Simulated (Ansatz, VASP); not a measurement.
# Two plane-wave programs on MoOs2

```
Mo Os
1.0
    -1.37635    1.94426    4.16091
     1.37635   -1.94426    4.16091
     1.37635    1.94426   -4.16091
Mo Os
1 2
Direct
  0.00000 0.00000 0.00000
  0.66995 0.66995 0.00000
  0.33005 0.33005 0.00000
```

Alike in both runs: functional PBE; k mesh 8 × 8 × 8; occupations gaussian, width 0.1 eV; no spin polarisation.

Ansatz relaxed the structure, and its values are those at the end. VASP's run is a single point on that final structure, the one shown.

|  | VASP | Ansatz |
| --- | --- | --- |
| version | VASP 6.6.1 | Ansatz 0.2.0 |
| potentials or method | VASP PAW PBE potentials, release 64 (Mo_sv, Os), cutoff 600 eV | scalar-relativistic, plane waves, PAW |
| valence electrons in the cell | 30 | 46 |

```tsv
	VASP	Ansatz	Ansatz less VASP
gap on the k mesh at the Fermi level (eV)	none	none	-
pressure (GPa)	0.1	-0.1	-0.19
rms of the force components (eV/Å)	0.013	0.016	+0.0024
```

A gap of «none» marks a metal or a gap that the smearing closes. The functional is the same, so the differences come from potentials, cutoffs and numerics. VASP's potentials hold 30 valence electrons a cell and Ansatz's 46, so a difference there can come from the potentials and not from the codes.

Neither program's run includes spin-orbit coupling.
